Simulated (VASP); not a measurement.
**Si5Se: relaxation of cell and atoms with PBE**

The system is Si5Se.

```
Si Se
1.0
     0.00000    3.66484    3.66484
     3.66484    0.00000    3.66484
     3.66484    3.66484    0.00000
Si Se
5 1
Cartesian
  4.5806 4.5806 2.7490
  4.5806 2.7490 4.5806
  2.7490 4.5806 4.5806
  2.7490 2.7490 2.7490
  5.4973 5.4973 5.4973
  0.0000 0.0000 0.0000
```

The cell was built from a structure type or drawn by symmetry, and may not be a known phase.

```json
{"Program": "VASP 6.6.1", "Task": "relaxation of cell and atoms", "Functional": "PBE", "Potentials or basis": "VASP PAW PBE potentials, release 64 (Si, Se)", "Cutoff": "600 eV", "k mesh": "10 × 10 × 10", "Occupations": "gaussian, width 0.1 eV", "Spin": "no spin polarisation", "Dipole correction": "no", "Further INCAR settings": "ALGO = Normal; EDIFF = 1e-06; IBRION = 2; EDIFFG = -0.01; NSW = 100; ISIF = 3"}
```

| Quantity | Value |
| --- | --- |
| Pressure after relaxing | 0.0 GPa |
| Band gap on the k mesh | zero (bands 13 and 14 overlap by 2.98 eV) |

Final structure:
```yaml
crystal:
  lattice:
    - [0.00000, 3.66484, 3.66484]
    - [3.66484, 0.00000, 3.66484]
    - [3.66484, 3.66484, 0.00000]
  atoms:
    - { symbol: Si, position: [0.37506, 0.37506, 0.87483] }
    - { symbol: Si, position: [0.37506, 0.87483, 0.37506] }
    - { symbol: Si, position: [0.87483, 0.37506, 0.37506] }
    - { symbol: Si, position: [0.37506, 0.37506, 0.37506] }
    - { symbol: Si, position: [0.75000, 0.75000, 0.75000] }
    - { symbol: Se, position: [0.00000, 0.00000, 0.00000] }
```

Levels at points of the mesh, in eV from the Fermi level:
| k point | band 9 | band 10 | band 11 | band 12 | band 13 | band 14 | band 15 | band 16 | band 17 |
| --- | --- | --- | --- | --- | --- | --- | --- | --- | --- |
| (0.00, 0.00, 0.00) | -5.18 | -5.18 | -2.96 | -2.96 | -2.96 | -2.14 | -2.14 | 3.68 | 3.68 |
| (0.50, 0.00, 0.00) | -2.96 | -2.33 | -1.23 | -1.23 | -0.46 | -0.46 | 1.28 | 2.68 | 2.88 |
| (0.50, 0.50, 0.00) | -1.48 | -1.48 | -0.22 | -0.18 | -0.18 | 0.32 | 0.41 | 1.35 | 1.52 |

Run time: 3.2 min on 1 thread of Intel Xeon 8259CL (shared host), peak memory 0.3 GiB.

Caveat: the relaxation stopped at its first step, so nothing moved.
